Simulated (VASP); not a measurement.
# PbSe: single point with PBEsol

The system is PbSe.

```
Pb Se
1.0
     3.80938    0.00000    0.00000
     0.00000    3.80938    0.00000
     0.00000    0.00000    3.80938
Pb Se
1 1
Cartesian
  0.0000 0.0000 0.0000
  1.9047 1.9047 1.9047
```

This cell differs from its parent crystal: volume scaled by 1.02.

| Property | Result |
| --- | --- |
| Program | VASP 6.6.1 |
| Task | single point |
| Functional | PBEsol |
| Potentials or basis | VASP PAW PBE potentials, release 64 (Pb_d, Se) |
| Cutoff | 520 eV |
| k mesh | 7 × 7 × 7 |
| Occupations | fermi-dirac, width 0.05 eV |
| Spin | no spin polarisation |

```json
{"Pressure": "-4.0 GPa", "Band gap on the k mesh": "zero (band 10 reaches 4.95 eV, above the bottom of band 11 at 4.81 eV)"}
```

Levels at points of the mesh, in eV from the Fermi level:
```tsv
k point	band 7	band 8	band 9	band 10	band 11	band 12	band 13	band 14
(0.00, 0.00, 0.00)	-7.09	-1.42	-1.42	-1.42	5.10	5.10	5.94	5.94
```

Run time: 28 s on 1 thread of AMD EPYC 7R13, with other jobs on the host, peak memory 0.13 GiB.

Caveat: the PAW data sets were made with another functional, which shifts forces and pressure a little; spin-orbit coupling is left out, which moves the levels of the heavy elements.
